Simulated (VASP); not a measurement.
Set up this calculation in VASP 6.6.1, as the native input.

```
Task                   : single point
Functional             : PBE
Potentials or basis    : VASP PAW PBE potentials, release 64 (F, I, Na_pv)
Cutoff                 : 520 eV
k mesh                 : 8 × 8 × 8
Occupations            : fermi-dirac, width 0.02 eV
Spin                   : no spin polarisation
Dipole correction      : no
Further INCAR settings : ALGO = Normal; EDIFF = 1e-06; NBANDS = 22
```

The structure of Na2IF lies in POSCAR:

```
Na2IF
1.0
    1.9984997349      1.1538343599      6.4127891683
   -1.9984997349      1.1538343599      6.4127891683
    0.0000000000     -2.3076687199      6.4127891682
F I Na
1 1 2
Direct
    1.0000000000      0.0000000000      0.0000000000
    0.5000000000      0.5000000000      0.5000000000
    0.2727987733      0.2727987733      0.2727987733
    0.7272012267      0.7272012267      0.7272012267
```

One way to write it, as run:

INCAR

```
PREC = Accurate
ENCUT = 520
EDIFF = 1E-6
ISMEAR = -1
SIGMA = 0.02
LREAL = F
LASPH = T
NELM = 80
ALGO = Normal
ISIF = 2
LWAVE = F
LCHARG = F
GGA = PE
NBANDS = 22
```

KPOINTS

```
Automatic mesh
0
Gamma
  8 8 8
```

Potentials or basis: VASP PAW PBE potentials, release 64 (F, I, Na_pv).

The run is started by

```bash
$ cat potpaw_PBE.64/F/POTCAR potpaw_PBE.64/I/POTCAR potpaw_PBE.64/Na_pv/POTCAR > POTCAR
$ mpirun -np 1 vasp_std > vasp.out
```

Results of the run:

```yaml
Pressure: 1.0 GPa
Largest_force: 0.023 eV/Å
Band_gap_on_the_k_mesh: 1.94 eV
```

Caveat: spin-orbit coupling is left out, which moves the levels of the heavy elements.

Wall time 4.5 min on 1 thread of Intel(R) Xeon(R) Platinum 8259CL CPU @ 2.50GHz (Skylake/Cascade Lake) (shared host), peak memory 0.45 GiB.
